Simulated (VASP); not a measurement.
# Hf3C2 (P-3m1) in VASP: a series of runs

The runs below take Hf3C2 through single point, with PBE.

Everything below comes from runs of VASP 6.6.1. Logs are shortened: lines on timing, memory, paths and dates and some standing lists are left out, and cuts for length are marked.

## 1. The cell of the first run

The structure is trigonal, space group P-3m1 (No. 164). The conventional cell has a = 3.305 Å, b = 3.305 Å, c = 7.932 Å, α = 90.00°, β = 90.00°, γ = 120.00°. Hf (site symmetry -3m) has 6 C at 2.35 Å within 3.1 Å. Within 3.0 Å of Hf (site symmetry 3m) lie 3 C at 2.24 Å. C (site symmetry 3m) has 6 Hf at 2.24 to 2.35 Å within 3.0 Å.

## 2. Single point, PBE

INCAR reads:

```
  ALGO = Normal
  EDIFF = 1E-6
  ENCUT = 520
  GGA = PE
  ISIF = 2
  ISMEAR = 0
  LASPH = True
  LCHARG = False
  LREAL = False
  LWAVE = False
  NBANDS = 27
  NELM = 60
  PREC = Accurate
  SIGMA = 0.1
```

KPOINTS reads:

```
k-points
0
Gamma
  12 12 6
```

POSCAR reads:

```
Hf3C2
1.0
    3.3046401611      0.0000000000      0.0000000000
   -1.6523200805      2.8619023298      0.0000000000
    0.0000000000      0.0000000000      7.9324200619
Hf C
3 2
Direct
    0.0000000000      0.0000000000      0.0000000000
    0.3333333333      0.6666666667      0.6782501655
    0.6666666667      0.3333333333      0.3217498345
    0.3333333333      0.6666666667      0.1739057285
    0.6666666667      0.3333333333      0.8260942715
```

Potentials or basis: VASP PAW PBE potentials, release 64 (Hf_pv, C).

The run is started by

```
$ cat potpaw_PBE.64/Hf_pv/POTCAR potpaw_PBE.64/C/POTCAR > POTCAR
$ mpirun -np 1 vasp_std > vasp.out
```

OUTCAR:

```text
EDIFF = 1E-6
   ENCUT = 520
   GGA = PE
   ISIF = 2
   ISMEAR = 0
   LASPH = True
   LREAL = False
   NELM = 60
   PREC = Accurate

 ion  position               nearest neighbor table
   1  0.000  0.000  0.000-   4 2.35   5 2.35   4 2.35   5 2.35   5 2.35   4 2.35   2 3.19   3 3.19
                             2 3.19   3 3.19   2 3.19   3 3.19
   2  0.333  0.667  0.678-   5 2.24   5 2.24   5 2.24   1 3.19   1 3.19   1 3.19   3 3.41   3 3.41
                             3 3.41
   3  0.667  0.333  0.322-   4 2.24   4 2.24   4 2.24   1 3.19   1 3.19   1 3.19   2 3.41   2 3.41
                             2 3.41
   4  0.333  0.667  0.174-   3 2.24   3 2.24   3 2.24   1 2.35   1 2.35   1 2.35
   5  0.667  0.333  0.826-   2 2.24   2 2.24   2 2.24   1 2.35   1 2.35   1 2.35

  LATTYP: Found a hexagonal cell.
 ALAT       =     3.3046401611
 C/A-ratio  =     2.4003884463

  Lattice vectors:

 A1 = (   3.3046401611,   0.0000000000,   0.0000000000)
 A2 = (  -1.6523200805,   2.8619023298,   0.0000000000)
 A3 = (   0.0000000000,   0.0000000000,   7.9324200619)

Analysis of symmetry for initial positions (statically):
=====================================================================
 Subroutine PRICEL returns:
 Original cell was already a primitive cell.

 Routine SETGRP: Setting up the symmetry group for a
 hexagonal supercell.

 Subroutine GETGRP returns: Found 12 space group operations
 (whereof 12 operations were pure point group operations)
 out of a pool of 24 trial point group operations.

The static configuration has the point symmetry D_3d.

Analysis of symmetry for dynamics (positions and initial velocities):
=====================================================================
 Subroutine PRICEL returns:
 Original cell was already a primitive cell.

 Routine SETGRP: Setting up the symmetry group for a
 hexagonal supercell.

 Subroutine GETGRP returns: Found 12 space group operations
 (whereof 12 operations were pure point group operations)
 out of a pool of 24 trial point group operations.

The dynamic configuration has the point symmetry D_3d.

 Subroutine INISYM returns: Found 12 space group operations
 (whereof 12 operations are pure point group operations),
 and found     1 'primitive' translations

----------------------------------------------------------------------------------------

                                     Primitive cell

  volume of cell :      75.0213

  direct lattice vectors                    reciprocal lattice vectors
     3.304640161  0.000000000  0.000000000     0.302604808  0.174708967  0.000000000
    -1.652320081  2.861902330  0.000000000     0.000000000  0.349417934  0.000000000
     0.000000000  0.000000000  7.932420062     0.000000000  0.000000000  0.126064933

  length of vectors
     3.304640161  3.304640161  7.932420062     0.349417934  0.349417934  0.126064933

  position of ions in fractional coordinates (direct lattice)
     0.000000000  0.000000000  0.000000000
     0.333333333  0.666666667  0.678250166
     0.666666667  0.333333333  0.321749834
     0.333333333  0.666666667  0.173905729
     0.666666667  0.333333333  0.826094271

  ion indices of the primitive-cell ions
   primitive index   ion index
                 1           1
                 2           2
                 3           3
                 4           4
                 5           5

----------------------------------------------------------------------------------------

 KPOINTS: k-points

Automatic generation of k-mesh.
 Grid dimensions read from file:
 generate k-points for:   12   12    6

 Generating k-lattice:

  Cartesian coordinates                     Fractional coordinates (reciprocal lattice)
     0.025217067  0.014559081  0.000000000     0.083333333  0.000000000  0.000000000
     0.000000000  0.029118161  0.000000000     0.000000000  0.083333333  0.000000000
     0.000000000  0.000000000  0.021010822     0.000000000  0.000000000  0.166666667

  Length of vectors
     0.029118161  0.029118161  0.021010822

  Shift w.r.t. Gamma in fractional coordinates (k-lattice)
     0.000000000  0.000000000  0.000000000

 Subroutine IBZKPT returns following result:
 ===========================================

 Found    100 irreducible k-points:

 Following reciprocal coordinates:
            Coordinates               Weight
  0.000000  0.000000  0.000000      1.000000
  0.083333  0.000000  0.000000      6.000000
  0.166667  0.000000  0.000000      6.000000
  0.250000  0.000000  0.000000      6.000000
  0.333333  0.000000  0.000000      6.000000
  0.416667  0.000000  0.000000      6.000000
[... 16 lines left out ...]
  0.166667  0.000000  0.166667      6.000000
  0.000000  0.166667  0.166667      6.000000
 [... further k-points ...]
   k-points           NKPTS =    100   k-points in BZ     NKDIM =    100   number of bands    NBANDS=     27
   number of dos      NEDOS =    301   number of ions     NIONS =      5
   total plane-waves  NPLWV =  47040
   dimension x,y,z NGX =    28 NGY =   28 NGZ =   60
   dimension x,y,z NGXF=    56 NGYF=   56 NGZF=  120
   ions per type =               3   2
   NGX,Y,Z   is equivalent  to a cutoff of  14.09, 14.09, 12.57 a.u.
   NGXF,Y,Z  is equivalent  to a cutoff of  28.17, 28.17, 25.15 a.u.
 SYSTEM =  unknown system
   PREC   = accura    normal or accurate (medium, high low for compatibility)
   ISTART =      0    job   : 0-new  1-cont  2-samecut
   ICHARG =      2    charge: 1-file 2-atom 10-const
   ISPIN  =      1    spin polarized calculation?
   LNONCOLLINEAR =      F non collinear calculations
   LSORBIT =      F    spin-orbit coupling
   LASPH  =      T    aspherical Exc in radial PAW
   ENCUT  =  520.0 eV  38.22 Ry    6.18 a.u.   6.14  6.14 14.75*2*pi/ulx,y,z
   NELM   =     60;   NELMIN=  2; NELMDL= -5     # of ELM steps
   EDIFF  = 0.1E-05   stopping-criterion for ELM
   LREAL  =      F    real-space projection
   EDIFFG = 0.1E-04   stopping-criterion for IOM
   NSW    =      0    number of steps for IOM
   IBRION =     -1    ionic relax: 0-MD 1-quasi-New 2-CG
   NFREE  =      0    steps in history (QN), initial steepest desc. (CG)
   ISIF   =      2    stress and relaxation
   ISYM   =      2    0-nonsym 1-usesym 2-fastsym
   POTIM  = 0.5000    time-step for ionic-motion
   TEBEG  =    0.0;   TEEND  =   0.0 temperature during run
   PSTRESS=    0.0 pullay stress
   NELECT =      38.0000    total number of electrons
   NUPDOWN=      -1.0000    fix difference up-down
   EMIN   =  10.00;   EMAX   =-10.00  energy-range for DOS
   EFERMI =   0.00;   METHOD = LEGACY
   ISMEAR =     0;   SIGMA  =   0.10  broadening in eV -4-tet -1-fermi 0-gaus
   EFERMI_NEDOS =   21; number of points for ismear=-14 and -15
   IALGO  =     38    algorithm
   IMIX   =      4    mixing-type and parameters
     AMIX     =   0.40;   BMIX     =  1.00
     AMIX_MAG =   1.60;   BMIX_MAG =  1.00
  volume/ion in A,a.u.               =      15.00       101.25
  Fermi-wavevector in a.u.,A,eV,Ry     =   1.304992  2.466077 23.170772  1.703004
  Thomas-Fermi vector in A             =   2.435891
   LORBIT       =      0    0 simple, 1 ext, 2 COOP (PROOUT), +10 PAW based schemes
   GGA     = PE    functional components
   LHFCALC =     F    Hartree Fock is set to
   AEXX    =    0.0000 exact exchange contribution
   IVDW    =     0    specifies the selected vdW correction
   LEPSILON=     F    determine dielectric tensor
   LRPA    =     F    only Hartree local field effects (RPA)
 non-spin polarized calculation
 Gauss-broadening in eV      SIGMA  =   0.10
  energy-cutoff  :      520.00
  volume of cell :       75.02
 maximum number of plane-waves:      2046
 NGX is ok and might be reduce to    28
   NGX = 13   NGY = 13   NGZ = 29

 number of electron      38.0000001 magnetization

 Free energy of the ion-electron system (eV)
  ---------------------------------------------------
  ext. energy  EPLUGINS =         0.00000000
  ---------------------------------------------------
  free energy    TOTEN  =       -52.15566779 eV

  energy without entropy =      -52.14335475  energy(sigma->0) =      -52.14951127

 E-fermi :   5.6228     XC(G=0): -11.7674

 val. band max:        5.6100795595   @ k =   0.3333   0.2500   0.1667
 cond. band min:       5.6257273948   @ k =   0.1667   0.0000   0.1667
 fundamental gap:      0.0156478353
 Fermi energy:         5.6228120086

 k-point     1 :       0.0000    0.0000    0.0000
  band No.  band energies     occupation
      1     -25.0045      2.00000
      2     -24.9948      2.00000
      3     -24.6053      2.00000
      4     -24.6053      2.00000
      5     -24.5853      2.00000
      6     -24.5853      2.00000
[... 19 lines left out ...]
     26       8.8630      0.00000
     27       9.5537      0.00000

 k-point     2 :       0.0833    0.0000    0.0000
  band No.  band energies     occupation
      1     -24.9984      2.00000
      2     -24.9896      2.00000
      3     -24.6357      2.00000
      4     -24.6161      2.00000
      5     -24.6152      2.00000
      6     -24.5910      2.00000
[... 19 lines left out ...]
     26       9.4613      0.00000
     27      10.0409      0.00000

 k-point     3 :       0.1667    0.0000    0.0000
  band No.  band energies     occupation
      1     -24.9875      2.00000
      2     -24.9755      2.00000
      3     -24.7139      2.00000
      4     -24.6977      2.00000
      5     -24.6408      2.00000
      6     -24.6078      2.00000
[... 594 lines left out ...]
      1     -25.0345      2.00000
      2     -24.9153      2.00000
      3     -24.7198      2.00000
      4     -24.7039      2.00000
      5     -24.6373      2.00000
      6     -24.6116      2.00000
[... 19 lines left out ...]
     26       9.6518      0.00000
     27      10.2216      0.00000

 k-point    24 :       0.0000    0.1667    0.1667
  band No.  band energies     occupation
      1     -25.0428      2.00000
      2     -24.9144      2.00000
      3     -24.7091      2.00000
      4     -24.6985      2.00000
      5     -24.6423      2.00000
      6     -24.6061      2.00000
[... 19 lines left out ...]
     26      10.0168      0.00000
     27      10.6137      0.00000

 [... further k-points ...]

------------------------ aborting loop because EDIFF is reached ----------------------------------------

  FORCE on cell =-STRESS in cart. coord.  units (eV):
  Direction    XX          YY          ZZ          XY          YZ          ZX
  --------------------------------------------------------------------------------------
  -------------------------------------------------------------------------------------
  Total       -0.3336600     -0.3336600     -0.3002896     -0.0000000     -0.0000000     -0.0000000
  in kB       -7.1257405     -7.1257405     -6.4130721     -0.0000000     -0.0000000     -0.0000000
  external PRESSURE =      -6.8881844 kB  Pullay stress =       0.0000000 kB

 VOLUME and BASIS-vectors are now :
 -----------------------------------------------------------------------------
  energy-cutoff  :      520.00
  volume of cell :       75.02
      direct lattice vectors                 reciprocal lattice vectors
     3.304640161  0.000000000  0.000000000     0.302604808  0.174708967  0.000000000
    -1.652320081  2.861902330  0.000000000     0.000000000  0.349417934  0.000000000
     0.000000000  0.000000000  7.932420062     0.000000000  0.000000000  0.126064933

 POSITION                                       TOTAL-FORCE (eV/Angst)
 -----------------------------------------------------------------------------------
      0.00000      0.00000      0.00000         0.000000      0.000000      0.000000
     -0.00000      1.90793      5.38017        -0.000000     -0.000000      0.063077
      1.65232      0.95397      2.55225         0.000000      0.000000     -0.063077
     -0.00000      1.90793      1.37949        -0.000000      0.000000      0.004983
      1.65232      0.95397      6.55293         0.000000     -0.000000     -0.004983
 -----------------------------------------------------------------------------------
    total drift:                                0.000000      0.000000     -0.000000

  FREE ENERGIE OF THE ION-ELECTRON SYSTEM (eV)
  ---------------------------------------------------
  free  energy   TOTEN  =       -52.1556677942 eV

  energy  without entropy=      -52.1433547514  energy(sigma->0) =      -52.14951127
```

Wall time 3.3 min (1 thread of Intel Xeon Platinum 8375C at 2.90GHz (Ice Lake), shared host); peak memory 0.31 GiB.

Results:

```
Free energy            : -52.1557 eV
Pressure               : -0.7 GPa
Largest force          : 0.063 eV/Å
Band gap on the k mesh : zero (band 19 reaches 6.61 eV, above the bottom of band 20 at 5.45 eV)
```

Forces in eV/Å, atoms in the order of the input:
```
Hf   0.000  0.000  0.000
Hf   0.000  0.000  0.063
Hf   0.000  0.000 -0.063
C    0.000  0.000  0.005
C    0.000  0.000 -0.005
```

Levels at points of the mesh, in eV from the Fermi level:
```csv
k point,band 17,band 18,band 19,band 20,band 21,band 22
"(0.00, 0.00, 0.00)",-1.96,-1.96,0.94,0.94,1.33,3.16
"(0.50, 0.00, 0.00)",-2.09,-1.94,-1.19,0.37,2.04,3.78
"(0.00, 0.00, 0.50)",-1.82,-1.19,0.67,1.21,1.21,2.15
"(0.50, 0.00, 0.50)",-1.79,-1.79,-1.29,0.15,1.38,3.32
```

Caveat: spin-orbit coupling is left out, which moves the levels of the heavy elements.

## 3. Single point, PBE (volume scaled by 1.03, then relaxed in part)

INCAR reads:

```
ALGO = Normal ; EDIFF = 1E-6
ENCUT = 520 ; GGA = PE
ISIF = 2 ; ISMEAR = 0
LASPH = T ; LCHARG = F
LREAL = F ; LWAVE = F
NBANDS = 27 ; NELM = 60
PREC = Accurate ; SIGMA = 0.1
```

KPOINTS is that of step 2.

POSCAR reads:

```
Hf3C2
1.0
    3.3318037265      0.0000000000      0.0000000000
   -1.6659018632      2.8854266675      0.0000000000
    0.0000000000      0.0000000000      8.0377124049
Hf C
3 2
Direct
    0.0000000000      0.0000000000      0.0000000000
    0.3333333333      0.6666666667      0.6815180839
    0.6666666667      0.3333333333      0.3184819161
    0.3333333333      0.6666666667      0.1731017117
    0.6666666667      0.3333333333      0.8268982883
```

Potentials or basis: VASP PAW PBE potentials, release 64 (Hf_pv, C).

The run is started by

```
$ cat potpaw_PBE.64/Hf_pv/POTCAR potpaw_PBE.64/C/POTCAR > POTCAR
$ mpirun -np 1 vasp_std > vasp.out
```

It took 3 min on 1 thread of Intel Xeon Platinum 8375C at 2.90GHz (Ice Lake), shared host; peak memory 0.31 GiB.

The run converged. Its results:

| Property | Result |
| --- | --- |
| Free energy | -52.1186 eV |
| Pressure | -5.0 GPa |
| Largest force | 0.064 eV/Å |
| Band gap on the k mesh | zero (band 19 reaches 6.39 eV, above the bottom of band 20 at 5.29 eV) |

Forces in eV/Å, atoms in the order of the input:
```
Hf   0.000  0.000  0.000
Hf   0.000  0.000  0.064
Hf   0.000  0.000 -0.064
C    0.000  0.000  0.007
C    0.000  0.000 -0.007
```

Levels at points of the mesh, in eV from the Fermi level:
```csv
k point,band 15,band 16,band 17,band 18,band 19,band 20,band 21,band 22,band 23,band 24
"(0.00, 0.00, 0.00)",-3.08,-2.28,-1.98,-1.98,0.91,0.91,1.29,3.05,3.05,3.13
"(0.50, 0.00, 0.00)",-3.00,-2.74,-2.03,-1.96,-1.15,0.29,2.01,3.75,3.77,4.27
"(0.00, 0.00, 0.50)",-3.14,-1.86,-1.86,-1.29,0.71,1.15,1.15,2.14,2.14,2.83
"(0.50, 0.00, 0.50)",-3.05,-2.90,-1.83,-1.77,-1.23,0.10,1.39,3.31,3.64,4.61
```

Caveat: spin-orbit coupling is left out, which moves the levels of the heavy elements.

## 4. Single point, PBE (volume scaled by 1.06, then relaxed in part)

INCAR reads:

```
SYSTEM = Hf3C2
  PREC = Accurate
  ENCUT = 520
  EDIFF = 1E-6
  ISMEAR = 0
  SIGMA = 0.1
  LREAL = .FALSE.
  LASPH = .TRUE.
  NELM = 100
  ALGO = Normal
  ISIF = 2
  LWAVE = .FALSE.
  LCHARG = .FALSE.
  GGA = PE
  NBANDS = 27
```

KPOINTS reads:

```
regular mesh
0
G
  12 12 6
  0 0 0
```

POSCAR reads:

```
Hf3C2
1.0
    3.3573865288      0.0000000000      0.0000000000
   -1.6786932644      2.9075820243      0.0000000000
    0.0000000000      0.0000000000      8.1462406483
Hf C
3 2
Direct
    0.0000000000      0.0000000000      0.0000000000
    0.3333333333      0.6666666667      0.6850608265
    0.6666666667      0.3333333333      0.3149391735
    0.3333333333      0.6666666667      0.1722014295
    0.6666666667      0.3333333333      0.8277985705
```

The run is started by

```
$ cat potpaw_PBE.64/Hf_pv/POTCAR potpaw_PBE.64/C/POTCAR > POTCAR
$ mpirun -np 1 vasp_std > vasp.out
```

It took 3.3 min on 1 thread of Intel Xeon Platinum 8375C at 2.90GHz (Ice Lake), shared host; peak memory 0.33 GiB.

It converged, with:

| Item | Value |
| --- | --- |
| Free energy | -52.0263 eV |
| Pressure | -8.6 GPa |
| Largest force | 0.065 eV/Å |
| Band gap on the k mesh | zero (band 19 reaches 6.16 eV, above the bottom of band 20 at 5.12 eV) |

Forces in eV/Å, atoms in the order of the input:
```
Hf   0.000  0.000  0.000
Hf   0.000  0.000  0.065
Hf   0.000  0.000 -0.065
C    0.000  0.000  0.006
C    0.000  0.000 -0.006
```

Levels at points of the mesh, in eV from the Fermi level:
```csv
k point,band 15,band 16,band 17,band 18,band 19,band 20,band 21,band 22,band 23,band 24
"(0.00, 0.00, 0.00)",-3.08,-2.33,-2.01,-2.01,0.88,0.88,1.24,2.92,2.92,3.03
"(0.50, 0.00, 0.00)",-2.99,-2.75,-1.98,-1.98,-1.11,0.22,1.97,3.72,3.75,3.94
"(0.00, 0.00, 0.50)",-3.13,-1.91,-1.91,-1.37,0.75,1.08,1.08,2.14,2.14,2.78
"(0.50, 0.00, 0.50)",-3.02,-2.88,-1.87,-1.75,-1.17,0.06,1.40,3.31,3.42,4.43
```

Caveat: spin-orbit coupling is left out, which moves the levels of the heavy elements.

## 5. Overview

| cell | gap on the mesh (eV) | pressure (GPa) | largest force (eV/Å) |
| --- | --- | --- | --- |
| a = 3.305, b = 3.305, c = 7.932 Å, angles 90.0, 90.0, 120.0°, 5 atoms | none | -0.7 | 0.06 |
| a = 3.332, b = 3.332, c = 8.038 Å, angles 90.0, 90.0, 120.0°, 5 atoms | none | -5.0 | 0.06 |
| a = 3.357, b = 3.357, c = 8.146 Å, angles 90.0, 90.0, 120.0°, 5 atoms | none | -8.6 | 0.06 |

Alike in all rows: task single point; level PBE; potentials or basis VASP PAW PBE potentials, release 64 (Hf_pv, C); no spin polarisation; k mesh 12 × 12 × 6; cutoff (eV) 520; smearing gaussian 0.1 eV.

Caveats: spin-orbit coupling is left out, which moves the levels of the heavy elements.

Absolute energies hang on the potentials; compare differences alone.
